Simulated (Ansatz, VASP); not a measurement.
## One calculation of SnGe7, two programs

```xyz
16
Lattice="-0.0074 5.7877 5.8038 5.7877 -0.0074 5.8038 5.7803 5.7803 0.0000" Properties=species:S:1:pos:R:3 pbc="T T T"
Ge    0.0000    0.0000    0.0075
Ge    2.8901    2.8901    0.0075
Ge    2.8422    0.0479    2.9502
Ge    5.7324    2.9381    2.9502
Ge    0.0479    2.8422    2.9502
Ge    2.9381    5.7324    2.9502
Ge    2.8901    2.8901    5.6880
Ge    5.7803    5.7803    5.6880
Ge    1.4451    1.4451    1.4601
Ge    4.3352    4.3352    1.4601
Ge    4.3387    1.4416    4.3530
Ge    7.2288    4.3317    4.3530
Ge    1.4416    4.3387    4.3530
Ge    4.3317    7.2288    4.3530
Sn    4.3352    4.3352    7.2571
Sn    7.2253    7.2253    7.2571
```

Alike in both runs: functional PBEsol; k mesh 6 × 6 × 6; occupations gaussian, width 0.01 eV; no spin polarisation.

Ansatz relaxed the structure, and its values are those at the end. VASP's run is a single point on that final structure, the one shown.

|  | VASP | Ansatz |
| --- | --- | --- |
| version | VASP 6.6.1 | Ansatz 0.2.0 |
| potentials or method | VASP PAW PBE potentials, release 64 (Ge_d, Sn_d), cutoff 520 eV | scalar-relativistic, plane waves, PAW |
| valence electrons in the cell | 224 | 224 |

```csv
,VASP,Ansatz,Ansatz less VASP
gap on the k mesh at the Fermi level (eV),none,none,-
pressure (GPa),-0.1,0.0,+0.08
```

VASP's potentials were made for PBE, not for PBEsol. A gap of «none» marks a metal or a gap that the smearing closes. The functional is the same, so the differences come from potentials, cutoffs and numerics.
